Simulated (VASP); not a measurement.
# VO2 (P4_2/mnm) in VASP: a series of runs

Aim: see how the results for VO2 move with the level of theory and the settings. Levels: BLYP, RPBE, revPBE, PBE. Tasks: single point.

All numbers are computed with VASP 6.6.1; they aren't measurements. Logs are shortened: lines on timing, memory, paths and dates and some standing lists are left out, and cuts for length are marked.

### Step 1. The cell of the first run

Symmetry: P4_2/mnm, No. 136, tetragonal system. The conventional cell has a = 4.530 Å, b = 4.530 Å, c = 2.869 Å, α = 90.00°, β = 90.00°, γ = 90.00°. V (site symmetry mmm) has 6 O at 1.90 to 1.95 Å within 2.5 Å. O (site symmetry m2m) has 3 V at 1.90 to 1.95 Å and 1 O at 2.50 Å within 2.5 Å.

### Step 2. Single point, BLYP, collinear spin, ferromagnetic start

INCAR

```
SYSTEM = VO2
PREC = Accurate ; ENCUT = 600
EDIFF = 1E-6 ; ISMEAR = -1
SIGMA = 0.1 ; LREAL = .False.
LASPH = .True. ; NELM = 200
ALGO = Normal ; ISIF = 2
LWAVE = .False. ; LCHARG = .False.
ISPIN = 2 ; MAGMOM = 1 1 0 0 0 0
LORBIT = 11 ; LMAXMIX = 4
GGA = B5 ; ALDAX = 1.0
AGGAX = 1.0 ; AGGAC = 1.0
ALDAC = 0.0 ; NBANDS = 38
GGA_COMPAT = .False.
```

KPOINTS

```
regular mesh
0
Gamma
  5 5 7
  0 0 0
```

POSCAR

```
VO2
1.0
    4.5300000000      0.0000000000      0.0000000000
    0.0000000000      4.5300000000      0.0000000000
    0.0000000000      0.0000000000      2.8690000000
V O
2 4
Direct
    0.0000000000      0.0000000000      0.0000000000
    0.5000000000      0.5000000000      0.5000000000
    0.3050000000      0.3050000000      0.0000000000
    0.1950000000      0.8050000000      0.5000000000
    0.6950000000      0.6950000000      0.0000000000
    0.8050000000      0.1950000000      0.5000000000
```

Potentials or basis: VASP PAW PBE potentials, release 64 (V_sv, O).

Launch:

```sh
cat potpaw_PBE.64/V_sv/POTCAR potpaw_PBE.64/O/POTCAR > POTCAR
mpirun -np 1 vasp_std > vasp.out
```

OUTCAR:

```text
SYSTEM = VO2
   PREC = Accurate
   ENCUT = 600
   EDIFF = 1E-6
   ISMEAR = -1
   LREAL = .False.
   LASPH = .True.
   NELM = 200
   ISIF = 2
   ISPIN = 2
   LORBIT = 11
   GGA = B5

 ion  position               nearest neighbor table
   1  0.000  0.000  0.000-   4 1.90   6 1.90   4 1.90   6 1.90   5 1.95   3 1.95
   2  0.500  0.500  0.500-   3 1.90   5 1.90   3 1.90   5 1.90   4 1.95   6 1.95
   3  0.305  0.305  0.000-   2 1.90   2 1.90   1 1.95
   4  0.195  0.805  0.500-   1 1.90   1 1.90   2 1.95
   5  0.695  0.695  0.000-   2 1.90   2 1.90   1 1.95
   6  0.805  0.195  0.500-   1 1.90   1 1.90   2 1.95

  LATTYP: Found a simple tetragonal cell.
 ALAT       =     4.5300000000
 C/A-ratio  =     0.6333333333

  Lattice vectors:

 A1 = (   4.5300000000,   0.0000000000,   0.0000000000)
 A2 = (   0.0000000000,   4.5300000000,   0.0000000000)
 A3 = (   0.0000000000,   0.0000000000,   2.8690000000)

Analysis of symmetry for initial positions (statically):
=====================================================================
 Subroutine PRICEL returns:
 Original cell was already a primitive cell.

 Routine SETGRP: Setting up the symmetry group for a
 simple tetragonal supercell.

 Subroutine GETGRP returns: Found 16 space group operations
 (whereof  8 operations were pure point group operations)
 out of a pool of 16 trial point group operations.

The static configuration has the point symmetry D_2h.
 The point group associated with its full space group is D_4h.

Analysis of symmetry for dynamics (positions and initial velocities):
=====================================================================
 Subroutine PRICEL returns:
 Original cell was already a primitive cell.

 Routine SETGRP: Setting up the symmetry group for a
 simple tetragonal supercell.

 Subroutine GETGRP returns: Found 16 space group operations
 (whereof  8 operations were pure point group operations)
 out of a pool of 16 trial point group operations.

The dynamic configuration has the point symmetry D_2h.
 The point group associated with its full space group is D_4h.

Analysis of structural, dynamic, and magnetic symmetry:
=====================================================================
 Subroutine PRICEL returns:
 Original cell was already a primitive cell.

 Routine SETGRP: Setting up the symmetry group for a
 simple tetragonal supercell.

 Subroutine GETGRP returns: Found 16 space group operations
 (whereof  8 operations were pure point group operations)
 out of a pool of 16 trial point group operations.

The overall configuration has the point symmetry D_2h.
 The point group associated with its full space group is D_4h.

 Subroutine INISYM returns: Found 16 space group operations
 (whereof  8 operations are pure point group operations),
 and found     1 'primitive' translations

----------------------------------------------------------------------------------------

                                     Primitive cell

  volume of cell :      58.8745

  direct lattice vectors                    reciprocal lattice vectors
     4.530000000  0.000000000  0.000000000     0.220750552  0.000000000  0.000000000
     0.000000000  4.530000000  0.000000000     0.000000000  0.220750552  0.000000000
     0.000000000  0.000000000  2.869000000     0.000000000  0.000000000  0.348553503

  length of vectors
     4.530000000  4.530000000  2.869000000     0.220750552  0.220750552  0.348553503

  position of ions in fractional coordinates (direct lattice)
     0.000000000  0.000000000  0.000000000
     0.500000000  0.500000000  0.500000000
     0.305000000  0.305000000  0.000000000
     0.195000000  0.805000000  0.500000000
     0.695000000  0.695000000  0.000000000
     0.805000000  0.195000000  0.500000000

  ion indices of the primitive-cell ions
   primitive index   ion index
                 1           1
                 2           2
                 3           3
                 4           4
                 5           5
                 6           6

----------------------------------------------------------------------------------------

[... 29 lines left out ...]
  0.200000  0.200000  0.000000      4.000000
  0.400000  0.200000  0.000000      8.000000
  0.400000  0.400000  0.000000      4.000000
[... 16 lines left out ...]
  0.400000  0.200000  0.428571     16.000000
  0.400000  0.400000  0.428571      8.000000
   k-points           NKPTS =     24   k-points in BZ     NKDIM =     24   number of bands    NBANDS=     38
   number of dos      NEDOS =    301   number of ions     NIONS =      6
   total plane-waves  NPLWV =  31104
   dimension x,y,z NGX =    36 NGY =   36 NGZ =   24
   dimension x,y,z NGXF=    72 NGYF=   72 NGZF=   48
   ions per type =               2   4
   NGX,Y,Z   is equivalent  to a cutoff of  13.21, 13.21, 13.91 a.u.
   NGXF,Y,Z  is equivalent  to a cutoff of  26.42, 26.42, 27.81 a.u.
 SYSTEM =  VO2
   PREC   = accura    normal or accurate (medium, high low for compatibility)
   ISTART =      0    job   : 0-new  1-cont  2-samecut
   ICHARG =      2    charge: 1-file 2-atom 10-const
   ISPIN  =      2    spin polarized calculation?
   LNONCOLLINEAR =      F non collinear calculations
   LSORBIT =      F    spin-orbit coupling
   LASPH  =      T    aspherical Exc in radial PAW
   ENCUT  =  600.0 eV  44.10 Ry    6.64 a.u.   9.05  9.05  5.73*2*pi/ulx,y,z
   NELM   =    200;   NELMIN=  2; NELMDL= -5     # of ELM steps
   EDIFF  = 0.1E-05   stopping-criterion for ELM
   LREAL  =      F    real-space projection
   EDIFFG = 0.1E-04   stopping-criterion for IOM
   NSW    =      0    number of steps for IOM
   IBRION =     -1    ionic relax: 0-MD 1-quasi-New 2-CG
   NFREE  =      0    steps in history (QN), initial steepest desc. (CG)
   ISIF   =      2    stress and relaxation
   ISYM   =      2    0-nonsym 1-usesym 2-fastsym
   POTIM  = 0.5000    time-step for ionic-motion
   TEBEG  =    0.0;   TEEND  =   0.0 temperature during run
   PSTRESS=    0.0 pullay stress
   NELECT =      50.0000    total number of electrons
   NUPDOWN=      -1.0000    fix difference up-down
   EMIN   =  10.00;   EMAX   =-10.00  energy-range for DOS
   EFERMI =   0.00;   METHOD = LEGACY
   ISMEAR =    -1;   SIGMA  =   0.10  broadening in eV -4-tet -1-fermi 0-gaus
   EFERMI_NEDOS =   21; number of points for ismear=-14 and -15
   IALGO  =     38    algorithm
   IMIX   =      4    mixing-type and parameters
     AMIX     =   0.40;   BMIX     =  1.00
     AMIX_MAG =   1.60;   BMIX_MAG =  1.00
  volume/ion in A,a.u.               =       9.81        66.22
  Fermi-wavevector in a.u.,A,eV,Ry     =   1.550324  2.929688 32.701671  2.403505
  Thomas-Fermi vector in A             =   2.655004
   LORBIT       =     11    0 simple, 1 ext, 2 COOP (PROOUT), +10 PAW based schemes
   GGA     = B5    functional components
   LHFCALC =     F    Hartree Fock is set to
   AEXX    =    0.0000 exact exchange contribution
   IVDW    =     0    specifies the selected vdW correction
   LEPSILON=     F    determine dielectric tensor
   LRPA    =     F    only Hartree local field effects (RPA)
 spin polarized calculation
  energy-cutoff  :      600.00
  volume of cell :       58.87
 maximum number of plane-waves:      1980
   NGX = 19   NGY = 19   NGZ = 11

 number of electron      49.9999991 magnetization       1.9693475

 Free energy of the ion-electron system (eV)
  ---------------------------------------------------
  ext. energy  EPLUGINS =         0.00000000
  ---------------------------------------------------
  free energy    TOTEN  =       -49.52057778 eV

  energy without entropy =      -49.39941065  energy(sigma->0) =      -49.45999422

 E-fermi :   6.7116     XC(G=0): -11.3027

 val. band max:        6.6898034076   @ k =   0.4000   0.4000   0.2857
 cond. band min:       6.7174895222   @ k =   0.2000   0.2000   0.1429
 fundamental gap:      0.0276861146
 Fermi energy:         6.7115741440

 spin component 1

 k-point     1 :       0.0000    0.0000    0.0000
  band No.  band energies     occupation
      1     -59.1642      1.00000
      2     -59.1545      1.00000
      3     -33.1558      1.00000
      4     -33.1558      1.00000
      5     -33.0925      1.00000
      6     -33.0722      1.00000
[... 949 lines left out ...]
     36      17.8191      0.00000
     37      19.4850      0.00000
 Fermi energy:         6.7115741440

 spin component 2

 k-point     1 :       0.0000    0.0000    0.0000
  band No.  band energies     occupation
      1     -58.0863      1.00000
      2     -58.0758      1.00000
      3     -32.1132      1.00000
      4     -32.1132      1.00000
      5     -32.0897      1.00000
      6     -32.0677      1.00000
[... 949 lines left out ...]
     36      17.8744      0.00000
     37      19.6211      0.00000
 [bands above 37 left out]

------------------------ aborting loop because EDIFF is reached ----------------------------------------

  FORCE on cell =-STRESS in cart. coord.  units (eV):
  Direction    XX          YY          ZZ          XY          YZ          ZX
  --------------------------------------------------------------------------------------
  -------------------------------------------------------------------------------------
  Total        4.7276423      4.7276423      4.2456029      0.0000000      0.0000000      0.0000000
  in kB      128.6554643    128.6554643    115.5375104      0.0000000      0.0000000      0.0000000
  external PRESSURE =     124.2828130 kB  Pullay stress =       0.0000000 kB

 VOLUME and BASIS-vectors are now :
 -----------------------------------------------------------------------------
  energy-cutoff  :      600.00
  volume of cell :       58.87
      direct lattice vectors                 reciprocal lattice vectors
     4.530000000  0.000000000  0.000000000     0.220750552  0.000000000  0.000000000
     0.000000000  4.530000000  0.000000000     0.000000000  0.220750552  0.000000000
     0.000000000  0.000000000  2.869000000     0.000000000  0.000000000  0.348553503

 POSITION                                       TOTAL-FORCE (eV/Angst)
 -----------------------------------------------------------------------------------
      0.00000      0.00000      0.00000         0.000000      0.000000      0.000000
      2.26500      2.26500      1.43450         0.000000      0.000000      0.000000
      1.38165      1.38165      0.00000        -0.458041     -0.458041     -0.000000
      0.88335      3.64665      1.43450         0.458041     -0.458041     -0.000000
      3.14835      3.14835      0.00000         0.458041      0.458041      0.000000
      3.64665      0.88335      1.43450        -0.458041      0.458041      0.000000
 -----------------------------------------------------------------------------------
    total drift:                                0.000000      0.000000      0.000000

  FREE ENERGIE OF THE ION-ELECTRON SYSTEM (eV)
  ---------------------------------------------------
  free  energy   TOTEN  =       -49.5205777834 eV

  energy  without entropy=      -49.3994106533  energy(sigma->0) =      -49.45999422

 total charge

# of ion       s       p       d       tot
------------------------------------------
    1        2.281   6.339   2.925  11.545
    2        2.281   6.339   2.925  11.545
    3        1.564   3.502   0.000   5.066
    4        1.564   3.502   0.000   5.066
    5        1.564   3.502   0.000   5.066
    6        1.564   3.502   0.000   5.066
--------------------------------------------------
tot         10.819  26.686   5.849  43.354

 magnetization (x)

# of ion       s       p       d       tot
------------------------------------------
    1        0.011   0.009   0.998   1.018
    2        0.011   0.009   0.998   1.018
    3       -0.001  -0.041   0.000  -0.042
    4       -0.001  -0.041   0.000  -0.042
    5       -0.001  -0.041   0.000  -0.042
    6       -0.001  -0.041   0.000  -0.042
--------------------------------------------------
tot          0.017  -0.144   1.996   1.869
```

It took 4.2 min on 1 thread of Oxide Virtual Turin-like, shared host; peak memory 0.21 GiB.

What came out:

| Item | Value |
| --- | --- |
| Free energy | -49.5206 eV |
| Pressure | 12.4 GPa |
| Largest force | 0.648 eV/Å |
| Band gap on the k mesh | zero (filled and empty bands overlap) |
| Net moment | 1.97 μB per cell |
| Site moments | V +1.02; O -0.04 μB |
| Valence electrons inside the program's atomic spheres | V 11.54; O 5.07 |

Forces on the atoms (eV/Å):
```
V    0.000  0.000  0.000
V    0.000  0.000  0.000
O   -0.458 -0.458  0.000
O    0.458 -0.458  0.000
O    0.458  0.458  0.000
O   -0.458  0.458  0.000
```

Levels at points of the mesh, in eV from the Fermi level:
Spin up:
| k point | band 23 | band 24 | band 25 | band 26 | band 27 | band 28 | band 29 | band 30 |
| --- | --- | --- | --- | --- | --- | --- | --- | --- |
| (0.00, 0.00, 0.00) | -1.97 | -1.66 | -0.89 | -0.51 | -0.41 | -0.41 | -0.21 | 1.79 |
Spin down:
| k point | band 22 | band 23 | band 24 | band 25 | band 26 | band 27 |
| --- | --- | --- | --- | --- | --- | --- |
| (0.00, 0.00, 0.00) | -2.04 | -2.04 | -1.63 | 0.16 | 0.38 | 0.78 |

Caveat: the cell stands under pressure; the PAW data sets were made with another functional, which shifts forces and pressure a little; semilocal functionals often make such compounds metallic where correlation or magnetic order opens a gap, which also shifts bond lengths. With open d or f shells a metallic result of BLYP can be an artefact of self-interaction; +U or a hybrid may open a gap.

(Continued in part 2 of 3.)

The gap in the log of VASP goes by the Fermi energy; the results here count the filled bands.